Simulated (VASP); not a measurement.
# Ti (Im-3m) in VASP: notebook

The runs below take Ti through single point, with r2SCAN, r2SCAN0.

Program: VASP 6.6.1. These are calculated values, not measurements. Logs are shortened: lines on timing, memory, paths and dates and some standing lists are left out, and cuts for length are marked.

**1. The cell of the first run**

It takes space group Im-3m (No. 229, cubic). Conventional cell: a = 3.256 Å, b = 3.256 Å, c = 3.256 Å, α = 90.00°, β = 90.00°, γ = 90.00°. Ti (site symmetry m-3m) has 14 Ti at 2.82 to 3.26 Å within 3.7 Å.

This isn't the form of Ti at room conditions, which is hcp.

**2. Single point, r2SCAN**

POSCAR

```
Ti
1.0
   -1.6281323392      1.6281323392      1.6281323392
    1.6281323392     -1.6281323392      1.6281323392
    1.6281323392      1.6281323392     -1.6281323392
Ti
1
Direct
    0.0000000000      0.0000000000      0.0000000000
```

INCAR.step1

```
  PREC = Accurate
  ENCUT = 520
  ISMEAR = -1
  SIGMA = 0.1
  LREAL = F
  LASPH = T
  NELM = 60
  NBANDS = 12
  GGA = PE
  ALGO = Normal
  EDIFF = 1E-4
  LWAVE = T
  LCHARG = F
```

INCAR.step2

```
  PREC = Accurate
  ENCUT = 520
  EDIFF = 1E-6
  ISMEAR = -1
  SIGMA = 0.1
  LREAL = F
  LASPH = T
  NELM = 60
  ALGO = Normal
  ISIF = 2
  LWAVE = F
  LCHARG = F
  METAGGA = R2SCAN
  LMIXTAU = T
  NBANDS = 12
  ISTART = 1
```

KPOINTS

```
regular mesh
0
Gamma
  7 7 7
```

Potentials or basis: VASP PAW PBE potentials, release 64 (Ti_sv).

On the command line:

```bash
$ cat potpaw_PBE.64/Ti_sv/POTCAR > POTCAR
$ cp INCAR.step1 INCAR
$ mpirun -np 1 vasp_std > vasp.out
$ cp INCAR.step2 INCAR
$ mpirun -np 1 vasp_std > vasp.out
```

OUTCAR:

```text
PREC = Accurate
   ENCUT = 520
   EDIFF = 1E-6
   ISMEAR = -1
   LREAL = F
   LASPH = T
   NELM = 60
   ISIF = 2
   METAGGA = R2SCAN
   ISTART = 1

 ion  position               nearest neighbor table
   1  0.000  0.000  0.000-

  LATTYP: Found a body centered cubic cell.
 ALAT       =     3.2562646784

  Lattice vectors:

 A1 = (  -1.6281323392,   1.6281323392,   1.6281323392)
 A2 = (   1.6281323392,  -1.6281323392,   1.6281323392)
 A3 = (   1.6281323392,   1.6281323392,  -1.6281323392)

Analysis of symmetry for initial positions (statically):
=====================================================================
 Subroutine PRICEL returns:
 Original cell was already a primitive cell.

 Routine SETGRP: Setting up the symmetry group for a
 body centered cubic supercell.

 Subroutine GETGRP returns: Found 48 space group operations
 (whereof 48 operations were pure point group operations)
 out of a pool of 48 trial point group operations.

The static configuration has the point symmetry O_h .

Analysis of symmetry for dynamics (positions and initial velocities):
=====================================================================
 Subroutine PRICEL returns:
 Original cell was already a primitive cell.

 Routine SETGRP: Setting up the symmetry group for a
 body centered cubic supercell.

 Subroutine GETGRP returns: Found 48 space group operations
 (whereof 48 operations were pure point group operations)
 out of a pool of 48 trial point group operations.

The dynamic configuration has the point symmetry O_h .

 Subroutine INISYM returns: Found 48 space group operations
 (whereof 48 operations are pure point group operations),
 and found     1 'primitive' translations

----------------------------------------------------------------------------------------

                                     Primitive cell

  volume of cell :      17.2635

  direct lattice vectors                    reciprocal lattice vectors
    -1.628132339  1.628132339  1.628132339     0.000000000  0.307100343  0.307100343
     1.628132339 -1.628132339  1.628132339     0.307100343  0.000000000  0.307100343
     1.628132339  1.628132339 -1.628132339     0.307100343  0.307100343  0.000000000

  length of vectors
     2.820007933  2.820007933  2.820007933     0.434305470  0.434305470  0.434305470

  position of ions in fractional coordinates (direct lattice)
     0.000000000  0.000000000  0.000000000

  ion indices of the primitive-cell ions
   primitive index   ion index
                 1           1

----------------------------------------------------------------------------------------

 KPOINTS: regular mesh

Automatic generation of k-mesh.
 Grid dimensions read from file:
 generate k-points for:    7    7    7

 Generating k-lattice:

  Cartesian coordinates                     Fractional coordinates (reciprocal lattice)
     0.000000000  0.043871478  0.043871478     0.142857143  0.000000000  0.000000000
     0.043871478  0.000000000  0.043871478     0.000000000  0.142857143  0.000000000
     0.043871478  0.043871478  0.000000000     0.000000000  0.000000000  0.142857143

  Length of vectors
     0.062043639  0.062043639  0.062043639

  Shift w.r.t. Gamma in fractional coordinates (k-lattice)
     0.000000000  0.000000000  0.000000000

 Subroutine IBZKPT returns following result:
 ===========================================

 Found     20 irreducible k-points:

 Following reciprocal coordinates:
            Coordinates               Weight
  0.000000  0.000000  0.000000      1.000000
  0.142857  0.000000  0.000000     12.000000
  0.285714  0.000000  0.000000     12.000000
  0.428571  0.000000  0.000000     12.000000
  0.142857  0.142857  0.000000     24.000000
  0.285714  0.142857  0.000000     48.000000
[... 12 lines left out ...]
 -0.428571 -0.428571  0.285714      8.000000
 -0.428571  0.428571  0.428571      6.000000
   k-points           NKPTS =     20   k-points in BZ     NKDIM =     20   number of bands    NBANDS=     12
   number of dos      NEDOS =    301   number of ions     NIONS =      1
   total plane-waves  NPLWV =  13824
   dimension x,y,z NGX =    24 NGY =   24 NGZ =   24
   dimension x,y,z NGXF=    48 NGYF=   48 NGZF=   48
   ions per type =               1
   NGX,Y,Z   is equivalent  to a cutoff of  14.15, 14.15, 14.15 a.u.
   NGXF,Y,Z  is equivalent  to a cutoff of  28.30, 28.30, 28.30 a.u.
 SYSTEM =  unknown system
   PREC   = accura    normal or accurate (medium, high low for compatibility)
   ISTART =      1    job   : 0-new  1-cont  2-samecut
   ICHARG =      0    charge: 1-file 2-atom 10-const
   ISPIN  =      1    spin polarized calculation?
   LNONCOLLINEAR =      F non collinear calculations
   LSORBIT =      F    spin-orbit coupling
   LASPH  =      T    aspherical Exc in radial PAW
   ENCUT  =  520.0 eV  38.22 Ry    6.18 a.u.   5.24  5.24  5.24*2*pi/ulx,y,z
   NELM   =     60;   NELMIN=  2; NELMDL=  0     # of ELM steps
   EDIFF  = 0.1E-05   stopping-criterion for ELM
   LREAL  =      F    real-space projection
   EDIFFG = 0.1E-04   stopping-criterion for IOM
   NSW    =      0    number of steps for IOM
   IBRION =     -1    ionic relax: 0-MD 1-quasi-New 2-CG
   NFREE  =      0    steps in history (QN), initial steepest desc. (CG)
   ISIF   =      2    stress and relaxation
   ISYM   =      2    0-nonsym 1-usesym 2-fastsym
   POTIM  = 0.5000    time-step for ionic-motion
   TEBEG  =    0.0;   TEEND  =   0.0 temperature during run
   PSTRESS=    0.0 pullay stress
   NELECT =      12.0000    total number of electrons
   NUPDOWN=      -1.0000    fix difference up-down
   EMIN   =  10.00;   EMAX   =-10.00  energy-range for DOS
   EFERMI =   0.00;   METHOD = LEGACY
   ISMEAR =    -1;   SIGMA  =   0.10  broadening in eV -4-tet -1-fermi 0-gaus
   EFERMI_NEDOS =   21; number of points for ismear=-14 and -15
   IALGO  =     38    algorithm
   IMIX   =      4    mixing-type and parameters
     AMIX     =   0.40;   BMIX     =  1.00
     AMIX_MAG =   1.60;   BMIX_MAG =  1.00
  volume/ion in A,a.u.               =      17.26       116.50
  Fermi-wavevector in a.u.,A,eV,Ry     =   1.450192  2.740466 28.613831  2.103057
  Thomas-Fermi vector in A             =   2.567832
   LORBIT       =      0    0 simple, 1 ext, 2 COOP (PROOUT), +10 PAW based schemes
   METAGGA = R2SCAN    functional components
   LHFCALC =     F    Hartree Fock is set to
   AEXX    =    0.0000 exact exchange contribution
   IVDW    =     0    specifies the selected vdW correction
   LEPSILON=     F    determine dielectric tensor
   LRPA    =     F    only Hartree local field effects (RPA)
 non-spin polarized calculation
  energy-cutoff  :      520.00
  volume of cell :       17.26
 maximum number of plane-waves:       474
 NGX is ok and might be reduce to    24
   NGX = 11   NGY = 11   NGZ = 11

 number of electron      11.9999997 magnetization

 Free energy of the ion-electron system (eV)
  ---------------------------------------------------
  ext. energy  EPLUGINS =         0.00000000
  ---------------------------------------------------
  free energy    TOTEN  =       -12.85052002 eV

  energy without entropy =      -12.78551996  energy(sigma->0) =      -12.81801999

 E-fermi :   8.1839     XC(G=0): -12.4335

 val. band max:        7.9687277335   @ k =   0.2857   0.2857   0.0000
 cond. band min:       8.2426976607   @ k =   0.2857   0.1429   0.0000
 fundamental gap:      0.2739699273
 Fermi energy:         8.1839203657

 k-point     1 :       0.0000    0.0000    0.0000
  band No.  band energies     occupation
      1     -50.7332      2.00000
      2     -25.5280      2.00000
      3     -25.5280      2.00000
      4     -25.5280      2.00000
      5       1.8300      2.00000
      6       9.3197      0.00002
      7       9.3197      0.00002
      8       9.3197      0.00002
      9      11.1119      0.00000
     10      11.1119      0.00000
     11      26.3174      0.00000
     12      26.3174      0.00000

 k-point     2 :       0.1429    0.0000    0.0000
  band No.  band energies     occupation
      1     -50.7071      2.00000
      2     -25.6662      2.00000
      3     -25.5698      2.00000
      4     -25.5291      2.00000
      5       2.5374      2.00000
      6       9.0028      0.00056
      7       9.1559      0.00012
      8       9.8300      0.00000
      9      10.8353      0.00000
     10      11.1367      0.00000
     11      25.0648      0.00000
     12      25.9883      0.00000

 k-point     3 :       0.2857    0.0000    0.0000
  band No.  band energies     occupation
      1     -50.6478      2.00000
      2     -25.9682      2.00000
      3     -25.6627      2.00000
      4     -25.5315      2.00000
      5       4.2706      2.00000
      6       8.3600      0.29331
      7       8.5402      0.05517
      8      10.8819      0.00000
      9      11.1426      0.00000
     10      11.2614      0.00000
     11      21.5159      0.00000
     12      24.0414      0.00000

 k-point     4 :       0.4286    0.0000    0.0000
  band No.  band energies     occupation
      1     -50.5999      2.00000
      2     -26.2028      2.00000
      3     -25.7362      2.00000
      4     -25.5335      2.00000
      5       5.4877      2.00000
      6       7.8992      1.89033
      7       8.8812      0.00187
      8      11.1103      0.00000
      9      11.4417      0.00000
     10      12.4607      0.00000
     11      18.0229      0.00000
     12      22.3681      0.00000

 k-point     5 :       0.1429    0.1429    0.0000
  band No.  band energies     occupation
      1     -50.6643      2.00000
      2     -25.8714      2.00000
      3     -25.6223      2.00000
      4     -25.5604      2.00000
      5       3.7954      2.00000
      6       8.5541      0.04819
      7       8.6194      0.02536
      8      10.6176      0.00000
      9      10.8433      0.00000
     10      11.3409      0.00000
     11      23.3354      0.00000
     12      23.9791      0.00000
[... 168 lines left out ...]
      1     -50.5785      2.00000
      2     -25.9507      2.00000
      3     -25.8136      2.00000
      4     -25.8135      2.00000
      5       5.8401      2.00000
      6       7.6416      1.99122
      7       9.8708      0.00000
      8       9.8708      0.00000
      9      11.0618      0.00000
     10      12.3156      0.00000
     11      22.5774      0.00000
     12      22.5774      0.00000

 k-point    18 :      -0.4286    0.4286    0.2857
  band No.  band energies     occupation
      1     -50.5397      2.00000
      2     -26.0742      2.00000
      3     -25.8956      2.00000
      4     -25.8306      2.00000
      5       6.4233      2.00000
      6       6.8070      2.00000
      7       9.9978      0.00000
      8      10.3743      0.00000
      9      12.1981      0.00000
     10      14.0935      0.00000
     11      18.4502      0.00000
     12      20.4704      0.00000

 k-point    19 :      -0.4286   -0.4286    0.2857
  band No.  band energies     occupation
      1     -50.5221      2.00000
      2     -26.0239      2.00000
      3     -26.0239      2.00000
      4     -25.8469      2.00000
      5       6.4218      2.00000
      6       6.4218      2.00000
      7       9.9930      0.00000
      8      11.8139      0.00000
      9      11.8139      0.00000
     10      16.9062      0.00000
     11      16.9062      0.00000
     12      17.7423      0.00000

 k-point    20 :      -0.4286    0.4286    0.4286
  band No.  band energies     occupation
      1     -50.5061      2.00000
      2     -26.0093      2.00000
      3     -25.9824      2.00000
      4     -25.9824      2.00000
      5       6.0490      2.00000
      6       6.0982      2.00000
      7      11.7197      0.00000
      8      11.7197      0.00000
      9      12.1538      0.00000
     10      15.7076      0.00000
     11      17.9573      0.00000
     12      17.9574      0.00000

------------------------ aborting loop because EDIFF is reached ----------------------------------------

  FORCE on cell =-STRESS in cart. coord.  units (eV):
  Direction    XX          YY          ZZ          XY          YZ          ZX
  --------------------------------------------------------------------------------------
  -------------------------------------------------------------------------------------
  Total        0.0682061      0.0682061      0.0682061      0.0000000      0.0000000     -0.0000000
  in kB        6.3300149      6.3300149      6.3300149      0.0000000      0.0000000     -0.0000000
  external PRESSURE =       6.3300149 kB  Pullay stress =       0.0000000 kB

 VOLUME and BASIS-vectors are now :
 -----------------------------------------------------------------------------
  energy-cutoff  :      520.00
  volume of cell :       17.26
      direct lattice vectors                 reciprocal lattice vectors
    -1.628132339  1.628132339  1.628132339     0.000000000  0.307100343  0.307100343
     1.628132339 -1.628132339  1.628132339     0.307100343  0.000000000  0.307100343
     1.628132339  1.628132339 -1.628132339     0.307100343  0.307100343  0.000000000

 POSITION                                       TOTAL-FORCE (eV/Angst)
 -----------------------------------------------------------------------------------
      0.00000      0.00000      0.00000        -0.000000      0.000000      0.000000
 -----------------------------------------------------------------------------------
    total drift:                                0.000000     -0.000000     -0.000000

  FREE ENERGIE OF THE ION-ELECTRON SYSTEM (eV)
  ---------------------------------------------------
  free  energy   TOTEN  =       -12.8505200220 eV

  energy  without entropy=      -12.7855199581  energy(sigma->0) =      -12.81801999
```

Run time: 39 s. Hardware: 1 thread of Intel Xeon 8259CL, shared host; peak memory 0.14 GiB.

Results:

* Free energy: -12.8505 eV
* Pressure: 0.6 GPa
* Band gap on the k mesh: zero (bands 6 and 7 overlap by 1.72 eV)

Levels at points of the mesh, in eV from the Fermi level:
```
           k point  band 4  band 5  band 6  band 7  band 8  band 9
(0.00, 0.00, 0.00)  -33.71   -6.35    1.14    1.14    1.14    2.93
```

Caveat: the k points lie up to 0.39 Å⁻¹ apart, too coarse for converged energies and pressures of a metal; the PAW data sets were made with another functional, which shifts forces and pressure a little.

**3. Single point, r2SCAN0**

POSCAR is that of step 2.

INCAR.step1

```
SYSTEM = Ti
PREC = Accurate
ENCUT = 520
EDIFF = 1E-5
ISMEAR = -1
SIGMA = 0.1
LREAL = .False.
LASPH = .True.
NELM = 100
ALGO = Normal
ISIF = 2
LWAVE = .True.
GGA = PE
NBANDS = 12
```

INCAR.step2

```
SYSTEM = Ti
PREC = Accurate
ENCUT = 520
EDIFF = 1E-6
ISMEAR = -1
SIGMA = 0.1
LREAL = .False.
LASPH = .True.
NELM = 100
ALGO = Normal
ISIF = 2
LWAVE = .False.
LCHARG = .True.
METAGGA = R2SCAN
LHFCALC = .True.
AEXX = 0.25
LMIXTAU = .True.
PRECFOCK = Normal
LELF = .True.
LVHAR = .True.
ISTART = 1
NBANDS = 12
```

KPOINTS

```
Automatic mesh
0
Gamma
  7 7 7
  0 0 0
```

Potentials or basis: VASP PAW PBE potentials, release 64 (Ti_sv).

On the command line:

```bash
$ cat potpaw_PBE.64/Ti_sv/POTCAR > POTCAR
$ cp INCAR.step1 INCAR
$ mpirun -np 1 vasp_std > vasp.out
$ cp INCAR.step2 INCAR
$ mpirun -np 1 vasp_std > vasp.out
```

Run time: 25 min. Hardware: 1 thread of Intel Xeon 8259CL, shared host; peak memory 0.16 GiB.

The run converged. Its results:

```yaml
Free_energy: -14.1987 eV
Pressure: 0.3 GPa
Band_gap_on_the_k_mesh: zero (bands 6 and 7 overlap by 3.43 eV)
```

Levels at points of the mesh, in eV from the Fermi level:
| k point | band 3 | band 4 | band 5 | band 6 | band 7 | band 8 | band 9 | band 10 |
| --- | --- | --- | --- | --- | --- | --- | --- | --- |
| (0.00, 0.00, 0.00) | -36.99 | -36.99 | -7.85 | 2.18 | 2.18 | 2.18 | 4.03 | 4.03 |

Caveat: the k points lie up to 0.39 Å⁻¹ apart, too coarse for converged energies and pressures of a metal; the PAW data sets were made with another functional, which shifts forces and pressure a little.

**4. Single point, r2SCAN, collinear spin**

This run uses another cell than the first one, of 17.90 Å³/atom.

POSCAR

```
Ti
1.0
   -1.6478810356      1.6478810356      1.6478810356
    1.6478810356     -1.6478810356      1.6478810356
    1.6478810356      1.6478810356     -1.6478810356
Ti
1
Direct
    0.0000000000      0.0000000000      0.0000000000
```

INCAR.step1

```
PREC = Accurate ; ENCUT = 520
ISMEAR = -1 ; SIGMA = 0.05
LREAL = False ; LASPH = True
NELM = 150 ; ISPIN = 2
MAGMOM = 1.061 ; LMAXMIX = 4
NBANDS = 16 ; GGA = PE
ALGO = Normal ; EDIFF = 1E-4
LWAVE = True ; LCHARG = False
```

INCAR.step2

```
PREC = Accurate ; ENCUT = 520
EDIFF = 1E-6 ; ISMEAR = -1
SIGMA = 0.05 ; LREAL = False
LASPH = True ; NELM = 150
ALGO = Normal ; ISIF = 2
LWAVE = False ; LCHARG = False
ISPIN = 2 ; MAGMOM = 1.061
LORBIT = 11 ; LMAXMIX = 4
METAGGA = R2SCAN ; LMIXTAU = True
NBANDS = 16 ; ISTART = 1
```

KPOINTS

```
Automatic mesh
0
Gamma
  22 22 22
```

On the command line:

```bash
$ cat potpaw_PBE.64/Ti_sv/POTCAR > POTCAR
$ cp INCAR.step1 INCAR
$ mpirun -np 1 vasp_std > vasp.out
$ cp INCAR.step2 INCAR
$ mpirun -np 1 vasp_std > vasp.out
```

Run time: 5.9 min. Hardware: 1 thread of Intel Xeon 6975P-C (Granite Rapids), shared host; peak memory 0.26 GiB.

It converged, with:

```
Free energy                                           : -12.8155 eV
Pressure                                              : -3.8 GPa
Band gap on the k mesh                                : zero (filled and empty bands overlap)
Net moment                                            : 0.00 μB per cell
Valence electrons inside the program's atomic spheres : Ti 10.19
```

Levels at points of the mesh, in eV from the Fermi level:
Spin up:
| k point | band 3 | band 4 | band 5 | band 6 | band 7 | band 8 | band 9 | band 10 |
| --- | --- | --- | --- | --- | --- | --- | --- | --- |
| (0.00, 0.00, 0.00) | -33.82 | -33.82 | -6.28 | 1.11 | 1.11 | 1.11 | 2.82 | 2.82 |
| (0.50, 0.00, 0.00) | -34.01 | -33.82 | -2.50 | -0.30 | 0.87 | 2.83 | 3.16 | 4.31 |
| (0.50, 0.50, 0.50) | -34.25 | -34.25 | -2.16 | -2.16 | 3.97 | 3.97 | 3.97 | 8.50 |
Spin down:
```
           k point  band 4  band 5  band 6  band 7  band 8  band 9
(0.00, 0.00, 0.00)  -33.82   -6.28    1.11    1.11    1.11    2.83
(0.50, 0.00, 0.00)  -33.82   -2.50   -0.30    0.87    2.83    3.16
(0.50, 0.50, 0.50)  -34.24   -2.16   -2.16    3.97    3.97    3.97
```

Caveat: the cell stands under tension; the PAW data sets were made with another functional, which shifts forces and pressure a little.

[end of part 1 of 2]
